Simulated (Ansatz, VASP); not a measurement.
# One calculation of Li5GeF, two programs

INCAR

```
SYSTEM = Li5GeF
  PREC = Accurate
  ENCUT = 600
  EDIFF = 1E-7
  ISMEAR = 0
  SIGMA = 0.1
  LREAL = .FALSE.
  LASPH = .TRUE.
  NELM = 100
  ALGO = Normal
  ISIF = 3
  LWAVE = .FALSE.
  LCHARG = .FALSE.
  GGA = PE
  IBRION = 2
  NSW = 100
  EDIFFG = -0.01
```

File KPOINTS:

```
regular mesh
0
G
  10 10 6
  0 0 0
```

The input POSCAR:

```
Li5GeF
1.0
    3.9051282441      0.0000000000      0.0000000000
    0.0000000000      3.9051282441      0.0000000000
    0.0000000000      0.0000000000      8.4080525265
Li Ge F
5 1 1
Direct
    0.5000000000      0.5000000000      0.0000000000
    0.5000000000      0.0000000000      0.6922203153
    0.0000000000      0.5000000000      0.3077796847
    0.5000000000      0.0000000000      0.3077796847
    0.0000000000      0.5000000000      0.6922203153
    0.0000000000      0.0000000000      0.5000000000
    0.0000000000      0.0000000000      0.0000000000
```

Input for Ansatz:

```yaml
crystal:
  lattice:
    - [3.9051282441, 0.0, 0.0]
    - [0.0, 3.9051282441, 0.0]
    - [0.0, 0.0, 8.4080525265]
  atoms:
    - { symbol: Li, position: [0.5, 0.5, 0.0] }
    - { symbol: Li, position: [0.5, 0.0, 0.6922203153] }
    - { symbol: Li, position: [0.0, 0.5, 0.3077796847] }
    - { symbol: Li, position: [0.5, 0.0, 0.3077796847] }
    - { symbol: Li, position: [0.0, 0.5, 0.6922203153] }
    - { symbol: Ge, position: [0.0, 0.0, 0.5] }
    - { symbol: F, position: [0.0, 0.0, 0.0] }
basis:
  ecutwfc: 420
kpoints:
  mp_grid: { grid: [10, 10, 6] }
hamiltonian:
  xc: pbe
scf:
  occupations: { method: gaussian, width: 0.1 }
output:
  forces: true
  stress: true
  eigenvalues: true
  write_density: true
  write_potential: true
  elf: true
  volumetric_format: npy
relax:
  adjacent_minimum: "off"
  f_tol: 0.01
  max_steps: 80
  cell: { stress_tol: 0.05 }
```

Change from the starting cell: species swapped into the CeIn5Rh type (P4/mmm, No. 123).

Alike in both runs: task relaxation of cell and atoms; functional PBE; k mesh 10 × 10 × 6; occupations gaussian, width 0.1 eV; no spin polarisation.

|  | VASP | Ansatz |
| --- | --- | --- |
| version | VASP 6.6.1 | Ansatz 0.2.0 |
| potentials or method | VASP PAW PBE potentials, release 64 (Li_sv, Ge_d, F), cutoff 600 eV | scalar-relativistic, plane waves, PAW |
| valence electrons in the cell | 36 | 36 |

|  | VASP | Ansatz | Ansatz less VASP |
| --- | --- | --- | --- |
| gap on the k mesh at the Fermi level, each at its own relaxed structure (eV) | none | none | - |
| relaxed volume (Å³/atom) | 16.91 | 17.11 | +0.201 |
| relaxed cell length with the largest relative difference (Å) | 8.625 | 8.663 | +0.0384 |

A gap of «none» marks a metal or a gap that the smearing closes.

Noted on VASP's run: the cutoff is short for stress, so the pressure is rough.
